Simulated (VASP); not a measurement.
# Hf (Pm-3m) in VASP: further runs, part 2 of 2

VASP 6.6.1. The steps go on from the part before.

## (5) Single point, RPBE

This run uses another cell than the first one, of 25.65 Å³/atom, 1.136 times its volume.

Input file INCAR:

```
PREC = Accurate
ENCUT = 520
EDIFF = 1E-6
ISMEAR = -1
SIGMA = 0.1
LREAL = False
LASPH = True
NELM = 100
ALGO = Normal
ISIF = 2
LWAVE = False
LCHARG = True
GGA = RP
LELF = True
LVHAR = True
NBANDS = 11
```

Input file KPOINTS:

```
regular mesh
0
Gamma
  12 12 12
```

Input file POSCAR:

```
Hf
1.0
    2.9491480542      0.0000000000      0.0000000000
    0.0000000000      2.9491480542      0.0000000000
    0.0000000000      0.0000000000      2.9491480542
Hf
1
Direct
    0.0000000000      0.0000000000      0.0000000000
```

Potentials or basis: VASP PAW PBE potentials, release 64 (Hf_pv).

On the command line:

```sh
cat potpaw_PBE.64/Hf_pv/POTCAR > POTCAR
mpirun -np 1 vasp_std > vasp.out
```

OUTCAR:

```text
PREC = Accurate
   ENCUT = 520
   EDIFF = 1E-6
   ISMEAR = -1
   LREAL = False
   LASPH = True
   NELM = 100
   ISIF = 2
   GGA = RP

 ion  position               nearest neighbor table
   1  0.000  0.000  0.000-

  LATTYP: Found a simple cubic cell.
 ALAT       =     2.9491480542

  Lattice vectors:

 A1 = (   2.9491480542,   0.0000000000,   0.0000000000)
 A2 = (   0.0000000000,   2.9491480542,   0.0000000000)
 A3 = (   0.0000000000,   0.0000000000,   2.9491480542)

Analysis of symmetry for initial positions (statically):
=====================================================================
 Subroutine PRICEL returns:
 Original cell was already a primitive cell.

 Routine SETGRP: Setting up the symmetry group for a
 simple cubic supercell.

 Subroutine GETGRP returns: Found 48 space group operations
 (whereof 48 operations were pure point group operations)
 out of a pool of 48 trial point group operations.

The static configuration has the point symmetry O_h .

[... 155 lines left out ...]

  energy without entropy =       -8.38533110  energy(sigma->0) =       -8.41357265

 E-fermi :   3.6964     XC(G=0): -10.5194

 val. band max:        3.6891044413   @ k =   0.4167   0.3333   0.3333
 cond. band min:       3.7660390822   @ k =   0.2500   0.1667   0.1667
 fundamental gap:      0.0769346409
 Fermi energy:         3.6963820889

 k-point     1 :       0.0000    0.0000    0.0000
  band No.  band energies     occupation
      1     -26.4512      2.00000
      2     -26.4512      2.00000
      3     -26.4512      2.00000
      4      -2.6835      2.00000
      5       2.3651      2.00000
      6       2.3651      2.00000
      7       9.9301      0.00000
      8       9.9301      0.00000
      9       9.9301      0.00000
     10      16.2040      0.00000
     11      16.2040      0.00000
[... 309 lines left out ...]
 k-point    24 :       0.4167    0.3333    0.0000
  band No.  band energies     occupation
      1     -27.1384      2.00000
      2     -26.9805      2.00000
      3     -26.3316      2.00000
      4       1.4748      2.00000
      5       2.5792      1.99997
      6       6.0753      0.00000
      7       7.1321      0.00000
      8       7.3429      0.00000
      9       7.9211      0.00000
     10      12.6744      0.00000
     11      15.5174      0.00000

 [... further k-points ...]
[... 5 lines left out ...]
  --------------------------------------------------------------------------------------
  -------------------------------------------------------------------------------------
  Total       -0.0377455     -0.0377455     -0.0377455      0.0000000     -0.0000000      0.0000000
  in kB       -2.3576859     -2.3576859     -2.3576859      0.0000000     -0.0000000      0.0000000
  external PRESSURE =      -2.3576859 kB  Pullay stress =       0.0000000 kB

 VOLUME and BASIS-vectors are now :
 -----------------------------------------------------------------------------
  energy-cutoff  :      520.00
  volume of cell :       25.65
      direct lattice vectors                 reciprocal lattice vectors
     2.949148054  0.000000000  0.000000000     0.339080976  0.000000000  0.000000000
     0.000000000  2.949148054  0.000000000     0.000000000  0.339080976  0.000000000
     0.000000000  0.000000000  2.949148054     0.000000000  0.000000000  0.339080976

 POSITION                                       TOTAL-FORCE (eV/Angst)
 -----------------------------------------------------------------------------------
      0.00000      0.00000      0.00000         0.000000      0.000000      0.000000
 -----------------------------------------------------------------------------------
    total drift:                                0.000000     -0.000000      0.000000

  FREE ENERGIE OF THE ION-ELECTRON SYSTEM (eV)
  ---------------------------------------------------
  free  energy   TOTEN  =        -8.4418141926 eV

  energy  without entropy=       -8.3853311038  energy(sigma->0) =       -8.41357265
```

OSZICAR:

```text
N       E                     dE             d eps       ncg     rms          rms(c)
DAV:   1     0.146487864675E+02    0.14649E+02   -0.57585E+03  1864   0.828E+02
DAV:   2    -0.821274430944E+01   -0.22862E+02   -0.22092E+02  2428   0.154E+02
DAV:   3    -0.870618412387E+01   -0.49344E+00   -0.48351E+00  2255   0.152E+01
DAV:   4    -0.870897618474E+01   -0.27921E-02   -0.27908E-02  2129   0.141E+00
DAV:   5    -0.870899990393E+01   -0.23719E-04   -0.23719E-04  2467   0.113E-01    0.317E+01
DAV:   6    -0.849449895490E+01    0.21450E+00   -0.22761E-01  2015   0.318E+00    0.190E+01
DAV:   7    -0.844697122942E+01    0.47528E-01   -0.29949E-01  2122   0.355E+00    0.110E+00
DAV:   8    -0.844172762479E+01    0.52436E-02   -0.28551E-02  2076   0.111E+00    0.213E-01
DAV:   9    -0.844180032802E+01   -0.72703E-04   -0.56350E-04  2267   0.188E-01    0.955E-02
DAV:  10    -0.844181683575E+01   -0.16508E-04   -0.44395E-05  2224   0.530E-02    0.638E-02
DAV:  11    -0.844181421907E+01    0.26167E-05   -0.11122E-05  2202   0.231E-02    0.178E-03
DAV:  12    -0.844181419261E+01    0.26459E-07   -0.18434E-07  1328   0.391E-03
   1 F= -.84418142E+01 E0= -.84135726E+01  d E =-.564831E-01
```

stdout:

```text
POSCAR found type information on POSCAR Hf
 POSCAR found :  1 types and       1 ions
 scaLAPACK will be used
 -----------------------------------------------------------------------------
|                                                                             |
|                                                                             |
|     You enforced a specific xc type in the INCAR file but a different       |
|     I HOPE YOU KNOW WHAT YOU ARE DOING!                                     |
|                                                                             |
 -----------------------------------------------------------------------------

 LDA part: xc-table for (Slater+PW92), standard interpolation
 POSCAR, INCAR and KPOINTS ok, starting setup
 FFT: planning ... GRIDC
 FFT: planning ... GRID_SOFT
 FFT: planning ... GRID
 WAVECAR not read
 entering main loop
```

It took 8.6 s on 1 thread of Intel Xeon 6975P-C, shared host; peak memory 0.16 GiB.

What came out:

```
Free energy            : -8.4418 eV
Pressure               : -0.2 GPa
Band gap on the k mesh : zero (band 5 reaches 4.57 eV, above the bottom of band 6 at 2.37 eV)
```

Levels at points of the mesh, in eV from the Fermi level:
```csv
k point,band 2,band 3,band 4,band 5,band 6,band 7,band 8,band 9
"(0.00, 0.00, 0.00)",-30.15,-30.15,-6.38,-1.33,-1.33,6.23,6.23,6.23
"(0.50, 0.00, 0.00)",-30.07,-30.07,-3.11,-0.47,-0.18,3.01,3.01,6.58
"(0.50, 0.50, 0.00)",-30.86,-30.01,-2.67,-0.63,3.70,3.70,4.19,4.19
"(0.50, 0.50, 0.50)",-30.76,-30.76,-1.16,-1.16,-1.16,6.83,8.53,8.53
```

Caveat: the PAW data sets were made with another functional, which shifts forces and pressure a little; spin-orbit coupling is left out, which moves the levels of the heavy elements.

## (6) Single point, RPBE (volume scaled by 1.04)

Input file INCAR:

```
SYSTEM = Hf
PREC     = Accurate       ! precision mode
ENCUT    = 520            ! plane-wave cutoff, eV
EDIFF    = 1E-6           ! SCF threshold, eV
ISMEAR   = -1             ! smearing method
SIGMA    = 0.1            ! smearing width, eV
LREAL    = .False.        ! projectors in reciprocal space
LASPH    = .True.         ! aspherical terms in the spheres
NELM     = 80             ! most SCF steps
ALGO     = Normal         ! electronic algorithm
ISIF     = 2              ! what is computed and relaxed
LWAVE    = .False.        ! write WAVECAR
LCHARG   = .False.        ! write CHGCAR
GGA      = RP             ! functional
NBANDS   = 11             ! bands
```

Input file KPOINTS:

```
regular mesh
0
Gamma
  12 12 12
  0 0 0
```

Input file POSCAR:

```
Hf
1.0
    2.9879570844      0.0000000000      0.0000000000
    0.0000000000      2.9879570844      0.0000000000
    0.0000000000      0.0000000000      2.9879570844
Hf
1
Direct
    0.0000000000      0.0000000000      0.0000000000
```

Potentials or basis: VASP PAW PBE potentials, release 64 (Hf_pv).

On the command line:

```sh
cat potpaw_PBE.64/Hf_pv/POTCAR > POTCAR
mpirun -np 1 vasp_std > vasp.out
```

Run time: 8.4 s. Hardware: 1 thread of Intel Xeon 6975P-C, shared host; peak memory 0.15 GiB.

Results (log left out):

- Free energy: -8.4320 eV
- Pressure: -2.8 GPa
- Band gap on the k mesh: zero (band 5 reaches 4.30 eV, above the bottom of band 6 at 2.21 eV)

Levels at points of the mesh, in eV from the Fermi level:
```tsv
k point	band 2	band 3	band 4	band 5	band 6	band 7	band 8	band 9
(0.00, 0.00, 0.00)	-30.27	-30.27	-6.26	-1.25	-1.25	5.97	5.97	5.97
(0.50, 0.00, 0.00)	-30.21	-30.21	-3.08	-0.42	-0.23	2.92	2.92	6.30
(0.50, 0.50, 0.00)	-30.90	-30.15	-2.49	-0.64	3.57	3.57	3.98	3.98
(0.50, 0.50, 0.50)	-30.82	-30.82	-1.05	-1.05	-1.05	6.82	8.14	8.14
```

Caveat: the cell differs from its parent crystal (volume scaled by 1.04); the PAW data sets were made with another functional, which shifts forces and pressure a little; spin-orbit coupling is left out, which moves the levels of the heavy elements.

## (7) The runs side by side

| cell | gap on the mesh (eV) | pressure (GPa) |
| --- | --- | --- |
| a = 2.826 Å, 1 atom | none | 10.8 |
| a = 2.868 Å, 1 atom | none | 6.4 |
| a = 2.909 Å, 1 atom | none | 2.8 |
| a = 2.949 Å, 1 atom | none | -0.2 |
| a = 2.988 Å, 1 atom | none | -2.8 |

Alike in all rows: task single point; level RPBE; potentials or basis VASP PAW PBE potentials, release 64 (Hf_pv); no spin polarisation; k mesh 12 × 12 × 12; cutoff (eV) 520; smearing fermi-dirac 0.1 eV.

Caveats: the PAW data sets were made with another functional, which shifts forces and pressure a little; spin-orbit coupling is left out, which moves the levels of the heavy elements.

Absolute energies hang on the potentials; compare differences alone.
